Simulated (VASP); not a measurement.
The system is Zn3S5.

```
CELL_PARAMETERS angstrom
3.90000 0.00000 0.00000
-1.95000 3.37750 0.00000
0.00000 0.00000 11.70000
ATOMIC_POSITIONS crystal
Zn 0.66667 0.33333 0.89300
Zn 0.33333 0.66667 0.10700
Zn 0.00000 0.00000 0.50000
S 0.00000 0.00000 0.00000
S 0.66667 0.33333 0.21400
S 0.66667 0.33333 0.39300
S 0.33333 0.66667 0.78600
S 0.33333 0.66667 0.60700
```

| Property | Result |
| --- | --- |
| Program | VASP 6.6.1 |
| Task | relaxation of cell and atoms |
| Functional | PBE |
| Potentials or basis | VASP PAW PBE potentials, release 64 (Zn, S) |
| Cutoff | 600 eV |
| k mesh | 5 × 5 × 2 |
| Occupations | gaussian, width 0.2 eV |
| Spin | no spin polarisation |

At the start: pressure -1.2 GPa; volume 19.26 Å³/atom.

Question: Where does the relaxation end?

Answer: Over 8 steps the energy falls by 39.2 meV/atom and the volume is 18.78 Å³/atom (-2.5 %); space group P-3m1 (No. 164, to 0.1 Å) before and after.

The path:
| step | energy change (eV) | largest force (eV/Å) | pressure (GPa) | volume (Å³) |
| --- | --- | --- | --- | --- |
| 1 | 0.0000 | 1.0684 | -1.19 | 154.12 |
| 2 | -0.1470 | 0.8138 | -0.25 | 150.93 |
| 3 | -0.2133 | 0.6736 | 1.08 | 147.43 |
| 4 | -0.2904 | 0.2567 | 0.62 | 148.89 |
| 5 | -0.2940 | 0.4288 | 0.49 | 149.28 |
| 6 | -0.3054 | 0.1770 | -0.75 | 151.33 |
| 7 | -0.3059 | 0.1435 | -0.47 | 150.95 |
| 8 | -0.3135 | 0.0688 | -0.05 | 150.27 |

Final structure:
```cif
data_structure
_symmetry_space_group_name_H-M 'P 1'
_symmetry_Int_Tables_number 1
_cell_length_a 3.8074
_cell_length_b 3.8074
_cell_length_c 11.9698
_cell_angle_alpha 90.000
_cell_angle_beta 90.000
_cell_angle_gamma 120.000
_cell_volume 150.27
loop_
_atom_site_label
_atom_site_type_symbol
_atom_site_fract_x
_atom_site_fract_y
_atom_site_fract_z
_atom_site_occupancy
Zn1 Zn 0.66667 0.33333 0.87548 1
Zn2 Zn 0.33333 0.66667 0.12452 1
Zn3 Zn 0.00000 0.00000 0.50000 1
S1 S 0.00000 0.00000 0.00000 1
S2 S 0.66667 0.33333 0.22079 1
S3 S 0.66667 0.33333 0.39643 1
S4 S 0.33333 0.66667 0.77921 1
S5 S 0.33333 0.66667 0.60357 1
```

Caveat: the k points lie up to 0.38 Å⁻¹ apart in the final cell; the relaxation stopped at a loose force limit of 0.08 eV/Å, so its end isn't a converged minimum.
